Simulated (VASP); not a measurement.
Input of a VASP 6.6.1 run:

Contents of INCAR:

```
ALGO = Normal
EDIFF = 1E-6
ENCUT = 520
GGA = PE
ISIF = 2
ISMEAR = 0
LASPH = T
LCHARG = F
LREAL = F
LWAVE = F
NBANDS = 35
NELM = 60
PREC = Accurate
SIGMA = 0.05
```

KPOINTS

```
k-points
0
Gamma
  6 6 8
```

The input POSCAR:

```
SnO2
1.0
    4.7289933970      0.0000000000      0.0000000000
    0.0000000000      4.7290067813      0.0000000000
    0.0000000000      0.0000000000      3.3746096881
Sn O
2 4
Direct
    0.5000000000      0.5000000000      0.5000000000
    0.0000000000      0.0000000000      0.0000000000
    0.3285422861      0.3286001785      0.0000000000
    0.8285422861      0.1713998215      0.5000000000
    0.1714577139      0.8286001785      0.5000000000
    0.6714577139      0.6713998215      0.0000000000
```

Potentials or basis: VASP PAW PBE potentials, release 64 (Sn_d, O).

Run with:

```sh
$ cat potpaw_PBE.64/Sn_d/POTCAR potpaw_PBE.64/O/POTCAR > POTCAR
$ mpirun -np 1 vasp_std > vasp.out
```

Q: Predict the band gap on the k mesh.

A: 0.59 eV.

Q: Estimate the largest force.

A: 3.439 eV/Å.

Forces on the atoms (eV/Å):
```
Sn   0.000  0.000  0.000
Sn   0.000  0.000  0.000
O   -2.432 -2.432  0.000
O   -2.432  2.432  0.000
O    2.432 -2.432  0.000
O    2.432  2.432  0.000
```

Caveat: semilocal functionals underestimate gaps, and a narrow one can read as zero; spin-orbit coupling is left out, which moves the levels of the heavy elements; forces of over 1 eV/Å act on the atoms, so gaps and moduli don't describe the material at rest.
